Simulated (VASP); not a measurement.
**SiNi (WC type): single point with PBE**

The system is SiNi (WC type).

```
CELL_PARAMETERS angstrom
3.15697 0.00000 0.00000
-1.57849 2.73402 0.00000
0.00000 0.00000 2.42720
ATOMIC_POSITIONS crystal
Ni 0.00000 0.00000 0.00000
Si 0.33333 0.66667 0.50000
```

```
Program             : VASP 6.6.1
Task                : single point
Functional          : PBE
Potentials or basis : VASP PAW PBE potentials, release 64 (Ni, Si)
Cutoff              : 520 eV
k mesh              : 14 × 14 × 13
Occupations         : fermi-dirac, width 0.1 eV
Spin                : no spin polarisation
```

```yaml
Pressure: 54.8 GPa
Band_gap_on_the_k_mesh: zero (bands 7 and 8 overlap by 5.95 eV)
```

Stress tensor (GPa, compression positive):
```
54.67  0.00  0.00
 0.00 54.67  0.00
 0.00  0.00 55.11
```

Levels at points of the mesh, in eV from the Fermi level:
```
           k point  band 4  band 5  band 6  band 7  band 8  band 9  band 10  band 11
(0.00, 0.00, 0.00)   -4.52   -2.36   -2.36    3.89    3.89    6.06     7.36     7.36
(0.50, 0.00, 0.00)   -3.09   -2.76   -2.46   -2.38   -0.56    5.60    12.01    12.25
```

Run time: 16 s on 1 thread of Intel(R) Xeon(R) Platinum 8488C (Sapphire Rapids), with other jobs on the host, peak memory 0.17 GiB.

Caveat: the cell stands under pressure. Spin polarisation is off, so any magnetic state and its effect on volume and gap are missing.
